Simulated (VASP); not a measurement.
Input of a VASP 6.6.1 run:

INCAR

```
SYSTEM = Si
PREC = Accurate
ENCUT = 520
EDIFF = 1E-6
ISMEAR = 0
SIGMA = 0.05
LREAL = .FALSE.
LASPH = .TRUE.
NELM = 100
ALGO = Normal
ISIF = 2
LWAVE = .FALSE.
LCHARG = .FALSE.
GGA = PE
NBANDS = 11
```

KPOINTS

```
Automatic mesh
0
G
  8 8 8
  0 0 0
```

File POSCAR:

```
Si
1.0
    0.0000000000      2.6630905849      2.8784624807
    2.6630905849      0.0000000000      2.8784624807
    2.6630905849      2.6630905849      0.0000000000
Si
2
Direct
    0.5000000000      0.5000000000      0.5000000000
    0.7500000000      0.7500000000      0.7500000000
```

Potentials or basis: VASP PAW PBE potentials, release 64 (Si).

Command:

```console
$ cat potpaw_PBE.64/Si/POTCAR > POTCAR
$ mpirun -np 1 vasp_std > vasp.out
```

Question: Estimate the pressure.

Answer: 0.0 GPa.

Question: Predict the band gap on the k mesh.

Answer: 0.23 eV (least direct gap 2.04 eV).

Stress tensor (GPa, compression positive):
```
 2.80  0.00  0.00
 0.00  2.80  0.00
 0.00  0.00 -5.67
```

Caveat: the cell differs from its parent crystal (strain +e along x and -e along y +0.0000, strain +e along z and -e/2 along x and y +0.0525); the stress differs along the axes, from -6 to 3 GPa; semilocal functionals underestimate gaps, and a narrow one can read as zero. A k mesh can miss the band edges.
